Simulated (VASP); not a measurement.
# CdS (ke600) (P6_3mc) in VASP: a series of runs

The runs below take CdS (ke600) through single point, relaxation of cell and atoms, with LDA.

Program: VASP 6.6.1. These are calculated values, not measurements. Logs are shortened: lines on timing, memory, paths and dates and some standing lists are left out, and cuts for length are marked.

**1. The cell of the first run**

Symmetry: P6_3mc, No. 186, hexagonal system. Conventional cell: a = 4.169 Å, b = 4.169 Å, c = 6.780 Å, α = 90.00°, β = 90.00°, γ = 120.00°. Within 3.4 Å of Cd (site symmetry 3m) lie 4 S at 2.55 Å. S (site symmetry 3m) has 4 Cd at 2.55 Å within 3.4 Å.

**2. Single point, LDA**

Input file INCAR:

```
SYSTEM = CdS
  ALGO = Normal
  EDIFF = 1E-7
  ENCUT = 520
  GGA = CA
  ISIF = 2
  ISMEAR = 0
  LASPH = .True.
  LCHARG = .True.
  LELF = .True.
  LREAL = .False.
  LVHAR = .True.
  LWAVE = .False.
  NBANDS = 26
  NELM = 100
  PREC = Accurate
  SIGMA = 0.1
```

Input file KPOINTS:

```
k-points
0
Gamma
  6 6 4
  0 0 0
```

Input file POSCAR:

```
CdS
1.0
    4.1688381000      0.0000000000      0.0000000000
   -2.0844190500      3.6103197000      0.0000000000
    0.0000000000      0.0000000000      6.7796174100
Cd S
2 2
Direct
    0.6666666700      0.3333333300      0.5002243700
    0.3333333300      0.6666666700      0.0002243700
    0.6666666700      0.3333333300      0.8767756300
    0.3333333300      0.6666666700      0.3767756300
```

Potentials or basis: VASP PAW LDA potentials, release 64 (Cd, S).

Started as:

```
$ cat potpaw_LDA.64/Cd/POTCAR potpaw_LDA.64/S/POTCAR > POTCAR
$ mpirun -np 1 vasp_std > vasp.out
```

OUTCAR:

```text
SYSTEM = CdS
   EDIFF = 1E-7
   ENCUT = 520
   GGA = CA
   ISIF = 2
   ISMEAR = 0
   LASPH = .True.
   LREAL = .False.
   NELM = 100
   PREC = Accurate

 ion  position               nearest neighbor table
   1  0.667  0.333  0.500-   4 2.55   4 2.55   4 2.55   3 2.55
   2  0.333  0.667  0.000-   3 2.55   3 2.55   3 2.55   4 2.55
   3  0.667  0.333  0.877-   2 2.55   2 2.55   2 2.55   1 2.55
   4  0.333  0.667  0.377-   1 2.55   1 2.55   1 2.55   2 2.55

  LATTYP: Found a hexagonal cell.
 ALAT       =     4.1688381000
 C/A-ratio  =     1.6262606624

  Lattice vectors:

 A1 = (   4.1688381000,   0.0000000000,   0.0000000000)
 A2 = (  -2.0844190500,   3.6103197000,   0.0000000000)
 A3 = (   0.0000000000,   0.0000000000,   6.7796174100)

Analysis of symmetry for initial positions (statically):
=====================================================================
 Subroutine PRICEL returns:
 Original cell was already a primitive cell.

 Routine SETGRP: Setting up the symmetry group for a
 hexagonal supercell.

 Subroutine GETGRP returns: Found 12 space group operations
 (whereof  6 operations were pure point group operations)
 out of a pool of 24 trial point group operations.

The static configuration has the point symmetry C_3v.
 The point group associated with its full space group is C_6v.

Analysis of symmetry for dynamics (positions and initial velocities):
=====================================================================
 Subroutine PRICEL returns:
 Original cell was already a primitive cell.

 Routine SETGRP: Setting up the symmetry group for a
 hexagonal supercell.

 Subroutine GETGRP returns: Found 12 space group operations
 (whereof  6 operations were pure point group operations)
 out of a pool of 24 trial point group operations.

The dynamic configuration has the point symmetry C_3v.
 The point group associated with its full space group is C_6v.

 Subroutine INISYM returns: Found 12 space group operations
 (whereof  6 operations are pure point group operations),
 and found     1 'primitive' translations

----------------------------------------------------------------------------------------

                                     Primitive cell

  volume of cell :     102.0389

  direct lattice vectors                    reciprocal lattice vectors
     4.168838100  0.000000000  0.000000000     0.239874991  0.138491890  0.000000000
    -2.084419050  3.610319700  0.000000000     0.000000000  0.276983781  0.000000000
     0.000000000  0.000000000  6.779617410     0.000000000  0.000000000  0.147500949

  length of vectors
     4.168838100  4.168838101  6.779617410     0.276983781  0.276983781  0.147500949

  position of ions in fractional coordinates (direct lattice)
     0.666666670  0.333333330  0.500224370
     0.333333330  0.666666670  0.000224370
     0.666666670  0.333333330  0.876775630
     0.333333330  0.666666670  0.376775630

  ion indices of the primitive-cell ions
   primitive index   ion index
                 1           1
                 2           2
                 3           3
                 4           4

----------------------------------------------------------------------------------------

 KPOINTS: k-points

Automatic generation of k-mesh.
 Grid dimensions read from file:
 generate k-points for:    6    6    4

 Generating k-lattice:

  Cartesian coordinates                     Fractional coordinates (reciprocal lattice)
     0.039979165  0.023081982  0.000000000     0.166666667 -0.000000000  0.000000000
     0.000000000  0.046163963  0.000000000     0.000000000  0.166666667  0.000000000
     0.000000000  0.000000000  0.036875237     0.000000000  0.000000000  0.250000000

  Length of vectors
     0.046163963  0.046163963  0.036875237

  Shift w.r.t. Gamma in fractional coordinates (k-lattice)
     0.000000000  0.000000000  0.000000000

 Subroutine IBZKPT returns following result:
 ===========================================

 Found     21 irreducible k-points:

 Following reciprocal coordinates:
            Coordinates               Weight
  0.000000  0.000000  0.000000      1.000000
  0.166667  0.000000  0.000000      6.000000
  0.333333  0.000000  0.000000      6.000000
  0.500000  0.000000  0.000000      3.000000
  0.166667  0.166667  0.000000      6.000000
  0.333333  0.166667  0.000000     12.000000
[... 13 lines left out ...]
  0.333333  0.166667  0.500000     12.000000
  0.333333  0.333333  0.500000      2.000000
   k-points           NKPTS =     21   k-points in BZ     NKDIM =     21   number of bands    NBANDS=     26
   number of dos      NEDOS =    301   number of ions     NIONS =      4
   total plane-waves  NPLWV =  51200
   dimension x,y,z NGX =    32 NGY =   32 NGZ =   50
   dimension x,y,z NGXF=    64 NGYF=   64 NGZF=  100
   ions per type =               2   2
   NGX,Y,Z   is equivalent  to a cutoff of  12.76, 12.76, 12.26 a.u.
   NGXF,Y,Z  is equivalent  to a cutoff of  25.52, 25.52, 24.52 a.u.
 SYSTEM =  CdS
   PREC   = accura    normal or accurate (medium, high low for compatibility)
   ISTART =      0    job   : 0-new  1-cont  2-samecut
   ICHARG =      2    charge: 1-file 2-atom 10-const
   ISPIN  =      1    spin polarized calculation?
   LNONCOLLINEAR =      F non collinear calculations
   LSORBIT =      F    spin-orbit coupling
   LASPH  =      T    aspherical Exc in radial PAW
   ENCUT  =  520.0 eV  38.22 Ry    6.18 a.u.   7.75  7.75 12.61*2*pi/ulx,y,z
   NELM   =    100;   NELMIN=  2; NELMDL= -5     # of ELM steps
   EDIFF  = 0.1E-06   stopping-criterion for ELM
   LREAL  =      F    real-space projection
   EDIFFG = 0.1E-05   stopping-criterion for IOM
   NSW    =      0    number of steps for IOM
   IBRION =     -1    ionic relax: 0-MD 1-quasi-New 2-CG
   NFREE  =      0    steps in history (QN), initial steepest desc. (CG)
   ISIF   =      2    stress and relaxation
   ISYM   =      2    0-nonsym 1-usesym 2-fastsym
   POTIM  = 0.5000    time-step for ionic-motion
   TEBEG  =    0.0;   TEEND  =   0.0 temperature during run
   PSTRESS=    0.0 pullay stress
   NELECT =      36.0000    total number of electrons
   NUPDOWN=      -1.0000    fix difference up-down
   EMIN   =  10.00;   EMAX   =-10.00  energy-range for DOS
   EFERMI =   0.00;   METHOD = LEGACY
   ISMEAR =     0;   SIGMA  =   0.10  broadening in eV -4-tet -1-fermi 0-gaus
   EFERMI_NEDOS =   21; number of points for ismear=-14 and -15
   IALGO  =     38    algorithm
   IMIX   =      4    mixing-type and parameters
     AMIX     =   0.40;   BMIX     =  1.00
     AMIX_MAG =   1.60;   BMIX_MAG =  1.00
  volume/ion in A,a.u.               =      25.51       172.15
  Fermi-wavevector in a.u.,A,eV,Ry     =   1.156788  2.186012 18.206746  1.338158
  Thomas-Fermi vector in A             =   2.293405
   LORBIT       =      0    0 simple, 1 ext, 2 COOP (PROOUT), +10 PAW based schemes
   GGA     = CA    functional components
   LHFCALC =     F    Hartree Fock is set to
   AEXX    =    0.0000 exact exchange contribution
   IVDW    =     0    specifies the selected vdW correction
   LEPSILON=     F    determine dielectric tensor
   LRPA    =     F    only Hartree local field effects (RPA)
 non-spin polarized calculation
 Gauss-broadening in eV      SIGMA  =   0.10
  energy-cutoff  :      520.00
  volume of cell :      102.04
 maximum number of plane-waves:      2786
 NGX is ok and might be reduce to    32
   NGX = 15   NGY = 15   NGZ = 25

 number of electron      35.9999997 magnetization

 Free energy of the ion-electron system (eV)
  ---------------------------------------------------
  ext. energy  EPLUGINS =         0.00000000
  ---------------------------------------------------
  free energy    TOTEN  =       -14.74957768 eV

  energy without entropy =      -14.74957768  energy(sigma->0) =      -14.74957768

 E-fermi :   1.3702     XC(G=0):  -9.4538

 val. band max:        0.8873628405   @ k =   0.0000   0.0000   0.0000
 cond. band min:       1.7899003495   @ k =   0.0000   0.0000   0.0000
 fundamental gap:      0.9025375091
 Fermi energy:         1.3702388353

 k-point     1 :       0.0000    0.0000    0.0000
  band No.  band energies     occupation
      1     -11.3028      2.00000
      2     -10.8793      2.00000
      3      -6.7725      2.00000
      4      -6.7648      2.00000
      5      -6.7648      2.00000
      6      -6.6860      2.00000
[... 18 lines left out ...]
     25       8.2893      0.00000
     26       8.2893      0.00000

 k-point     2 :       0.1667    0.0000    0.0000
  band No.  band energies     occupation
      1     -11.2097      2.00000
      2     -10.8394      2.00000
      3      -6.7428      2.00000
      4      -6.7292      2.00000
      5      -6.6958      2.00000
      6      -6.6411      2.00000
[... 18 lines left out ...]
     25       8.1753      0.00000
     26       8.8493      0.00000

 k-point     3 :       0.3333    0.0000    0.0000
  band No.  band energies     occupation
      1     -11.0085      2.00000
      2     -10.7727      2.00000
      3      -6.6912      2.00000
      4      -6.6753      2.00000
      5      -6.5590      2.00000
      6      -6.5328      2.00000
[... 18 lines left out ...]
     25       9.0018      0.00000
     26       9.4472      0.00000

 k-point     4 :       0.5000    0.0000    0.0000
  band No.  band energies     occupation
      1     -10.8896      2.00000
      2     -10.7573      2.00000
      3      -6.6762      2.00000
      4      -6.6591      2.00000
      5      -6.4857      2.00000
      6      -6.4847      2.00000
[... 18 lines left out ...]
     25       9.0500      0.00000
     26      10.6598      0.00000
[... 409 lines left out ...]
      1     -10.9159      2.00000
      2     -10.9159      2.00000
      3      -6.6486      2.00000
      4      -6.6486      2.00000
      5      -6.6235      2.00000
      6      -6.6235      2.00000
[... 18 lines left out ...]
     25       8.6792      0.00000
     26       8.6792      0.00000

 k-point    20 :       0.3333    0.1667    0.5000
  band No.  band energies     occupation
      1     -10.8141      2.00000
      2     -10.8141      2.00000
      3      -6.6232      2.00000
      4      -6.6232      2.00000
      5      -6.5774      2.00000
      6      -6.5774      2.00000
[... 18 lines left out ...]
     25       9.1311      0.00000
     26       9.1311      0.00000

 k-point    21 :       0.3333    0.3333    0.5000
  band No.  band energies     occupation
      1     -10.7814      2.00000
      2     -10.7814      2.00000
      3      -6.5935      2.00000
      4      -6.5935      2.00000
      5      -6.5777      2.00000
      6      -6.5777      2.00000
[... 18 lines left out ...]
     25      10.0182      0.00000
     26      10.0182      0.00000

------------------------ aborting loop because EDIFF is reached ----------------------------------------

  FORCE on cell =-STRESS in cart. coord.  units (eV):
  Direction    XX          YY          ZZ          XY          YZ          ZX
  --------------------------------------------------------------------------------------
  -------------------------------------------------------------------------------------
  Total       -2.2376970     -2.2376970     -2.1946258      0.0000000      0.0000000      0.0000000
  in kB      -35.1354880    -35.1354880    -34.4591990      0.0000000      0.0000000      0.0000000
  external PRESSURE =     -34.9100583 kB  Pullay stress =       0.0000000 kB

 VOLUME and BASIS-vectors are now :
 -----------------------------------------------------------------------------
  energy-cutoff  :      520.00
  volume of cell :      102.04
      direct lattice vectors                 reciprocal lattice vectors
     4.168838100  0.000000000  0.000000000     0.239874991  0.138491890  0.000000000
    -2.084419050  3.610319700  0.000000000     0.000000000  0.276983781  0.000000000
     0.000000000  0.000000000  6.779617410     0.000000000  0.000000000  0.147500949

 POSITION                                       TOTAL-FORCE (eV/Angst)
 -----------------------------------------------------------------------------------
      2.08442      1.20344      3.39133        -0.000000     -0.000000     -0.002475
     -0.00000      2.40688      0.00152         0.000000     -0.000000     -0.002475
      2.08442      1.20344      5.94420        -0.000000      0.000000      0.002475
     -0.00000      2.40688      2.55439         0.000000     -0.000000      0.002475
 -----------------------------------------------------------------------------------
    total drift:                               -0.000015      0.000009     -0.000417

  FREE ENERGIE OF THE ION-ELECTRON SYSTEM (eV)
  ---------------------------------------------------
  free  energy   TOTEN  =       -14.7495776830 eV

  energy  without entropy=      -14.7495776830  energy(sigma->0) =      -14.74957768
```

Wall time 24 s (1 thread of Intel Xeon 6975P-C (Granite Rapids), shared host); peak memory 0.2 GiB.

What came out:

```
Free energy            : -14.7496 eV
Pressure               : -3.5 GPa
Band gap on the k mesh : 0.90 eV, direct
```

Forces on the atoms (eV/Å):
```
Cd   0.000  0.000 -0.002
Cd   0.000  0.000 -0.002
S    0.000  0.000  0.002
S    0.000  0.000  0.002
```

A hybrid or GW would open this gap; LDA tends to underestimate it.

**3. Single point, LDA**

This run uses another cell than the first one, of 23.85 Å³/atom, 0.935 times its volume.

Input file INCAR:

```
SYSTEM = CdS
PREC = Accurate ; ENCUT = 520
EDIFF = 1E-6 ; ISMEAR = 0
SIGMA = 0.02 ; LREAL = .FALSE.
LASPH = .TRUE. ; NELM = 80
ALGO = Normal ; ISIF = 2
LWAVE = .FALSE. ; LCHARG = .FALSE.
NBANDS = 26
```

Input file KPOINTS:

```
regular mesh
0
G
  9 9 4
  0 0 0
```

Input file POSCAR:

```
CdS
1.0
    4.0737263950      0.0000000000      0.0000000000
   -2.0368631975      3.5279505462      0.0000000000
    0.0000000000      0.0000000000      6.6388628624
Cd S
2 2
Direct
    0.6666666667      0.3333333333      0.5004620085
    0.3333333333      0.6666666667      0.0004620085
    0.6666666667      0.3333333333      0.8765379915
    0.3333333333      0.6666666667      0.3765379915
```

Potentials or basis: VASP PAW LDA potentials, release 64 (Cd, S).

Started as:

```
$ cat potpaw_LDA.64/Cd/POTCAR potpaw_LDA.64/S/POTCAR > POTCAR
$ mpirun -np 1 vasp_std > vasp.out
```

Wall time 47 s (1 thread of Intel Xeon 6975P-C (Granite Rapids), shared host); peak memory 0.21 GiB.

Results (log left out):

| Property | Result |
| --- | --- |
| Free energy | -14.8178 eV |
| Pressure | 0.5 GPa |
| Band gap on the k mesh | 1.06 eV, direct |

Levels at points of the mesh, in eV from the valence-band top:
```csv
k point,band 15,band 16,band 17,band 18,band 19,band 20,band 21,band 22
"(0.00, 0.00, 0.00)",-0.84,-0.06,0.00,0.00,1.06,2.63,6.29,6.29
"(0.00, 0.00, 0.50)",-0.43,-0.43,-0.43,-0.43,2.73,2.73,6.02,6.02
```

**4. Relaxation of cell and atoms, LDA**

Input file INCAR:

```
SYSTEM = CdS
  ALGO = Normal
  EDIFF = 1E-7
  EDIFFG = -0.002
  ENCUT = 600
  IBRION = 2
  ISIF = 3
  ISMEAR = 0
  LASPH = .True.
  LCHARG = .False.
  LREAL = .False.
  LWAVE = .False.
  NELM = 60
  NSW = 100
  PREC = Accurate
  SIGMA = 0.02
```

Input file KPOINTS:

```
k-points
0
Gamma
  9 9 4
  0 0 0
```

Input file POSCAR:

```
CdS
1.0
    4.1688381000      0.0000000000      0.0000000000
   -2.0844190500      3.6103197000      0.0000000000
    0.0000000000      0.0000000000      6.7796174100
Cd S
2 2
Direct
    0.6666666700      0.3333333300      0.5002243700
    0.3333333300      0.6666666700      0.0002243700
    0.6666666700      0.3333333300      0.8767756300
    0.3333333300      0.6666666700      0.3767756300
```

Started as:

```
$ cat potpaw_LDA.64/Cd/POTCAR potpaw_LDA.64/S/POTCAR > POTCAR
$ mpirun -np 1 vasp_std > vasp.out
```

Wall time 4 min (1 thread of Intel Xeon 6975P-C (Granite Rapids), shared host); peak memory 0.27 GiB.

The run converged. Its results:

```yaml
Free_energy: -14.8209 eV
Relaxed_volume: 24.03 Å³/atom
Relaxed_cell: a = 4.085 Å, b = 4.085 Å, c = 6.653 Å, α = 90.00°, β = 90.00°, γ = 120.00°
Space_group_after_relaxing_to_0.05_Å: P6_3mc (No. 186)
Energy_gained_by_relaxing: 17.2 meV/atom
Ionic_steps: 9
Pressure_after_relaxing: 0.0 GPa
Band_gap_on_the_k_mesh: 1.04 eV, direct
```

The path:
```tsv
step	energy change (eV)	largest force (eV/Å)	pressure (GPa)	volume (Å³)
1	0.0000	0.0037	-3.53	102.04
2	-0.0581	0.0106	1.62	93.97
3	-0.0687	0.0056	-0.01	96.12
4	-0.0687	0.0058	0.08	96.01
5	-0.0687	0.0048	-0.03	96.17
6	-0.0688	0.0051	-0.01	96.14
7	-0.0688	0.0051	-0.01	96.14
8	-0.0688	0.0042	-0.01	96.14
9	-0.0688	0.0016	0.00	96.13
```

Final structure:
```
Cd S
1.0
     4.08461    0.00000    0.00000
    -2.04231    3.53738    0.00000
     0.00000    0.00000    6.65306
Cd S
2 2
Direct
  0.66667 0.33333 0.50039
  0.33333 0.66667 0.00039
  0.66667 0.33333 0.87661
  0.33333 0.66667 0.37661
```

Levels at points of the mesh, in eV from the valence-band top:
```tsv
k point	band 15	band 16	band 17	band 18	band 19	band 20	band 21	band 22
(0.00, 0.00, 0.00)	-0.82	-0.06	0.00	0.00	1.04	2.62	6.29	6.29
(0.00, 0.00, 0.50)	-0.43	-0.43	-0.43	-0.43	2.71	2.71	6.01	6.01
```

**5. Summary**

```csv
task,cell,k mesh,cutoff (eV),smearing,gap on the mesh (eV),pressure (GPa)
single point,"a = 4.169, b = 4.169, c = 6.780 Å, angles 90.0, 90.0, 120.0°, 4 atoms",6 × 6 × 4,520,gaussian 0.1 eV,0.90,-3.5
single point,"a = 4.074, b = 4.074, c = 6.639 Å, angles 90.0, 90.0, 120.0°, 4 atoms",9 × 9 × 4,520,gaussian 0.02 eV,1.06,0.5
relaxation of cell and atoms,"relaxed from a = 4.169, b = 4.169, c = 6.780 Å, angles 90.0, 90.0, 120.0°, 4 atoms",9 × 9 × 4,600,gaussian 0.02 eV,1.04,0.0
```

Alike in all rows: level LDA; potentials or basis VASP PAW LDA potentials, release 64 (Cd, S); no spin polarisation.

Total energies depend on the potentials used, so only differences within one code and one set of settings carry meaning.
